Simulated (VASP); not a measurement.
A run of VASP 6.6.1 is set up as follows.

The input INCAR:

```
PREC = Accurate
ENCUT = 520
EDIFF = 1E-8
ISMEAR = -1
SIGMA = 0.01
LREAL = False
LASPH = True
NELM = 100
ALGO = Normal
ISIF = 2
LWAVE = False
LCHARG = False
GGA = PE
LEFG = True
NBANDS = 27
```

KPOINTS

```
regular mesh
0
Gamma
  6 6 6
```

POSCAR

```
Se
1.0
    5.7946198591      3.3455253355      1.4763300000
   -5.7946198591      3.3455253355      1.4763300000
    0.0000000000     -6.6910506711      1.4763300000
Se
6
Direct
    0.2806600000      0.1625100000      0.9181800000
    0.9181800000      0.2806600000      0.1625100000
    0.1625100000      0.9181800000      0.2806600000
    0.7193400000      0.8374900000      0.0818200000
    0.0818200000      0.7193400000      0.8374900000
    0.8374900000      0.0818200000      0.7193400000
```

Potentials or basis: VASP PAW PBE potentials, release 64 (Se).

Run with:

```console
$ cat potpaw_PBE.64/Se/POTCAR > POTCAR
$ mpirun -np 1 vasp_std > vasp.out
```

(1) What does it give for the largest force?

(2) Estimate the pressure.

(3) Predict the band gap on the k mesh.

Answers

(1) 0.074 eV/Å.

(2) 0.3 GPa.

(3) 1.01 eV, indirect (least direct gap 1.26 eV).

Caveat: the cell differs from its parent crystal (equal xx and yy strain of +2 %); without QUAD_EFG the Cq values of the log hold for a quadrupole moment of 1 mb, not for the nuclei.
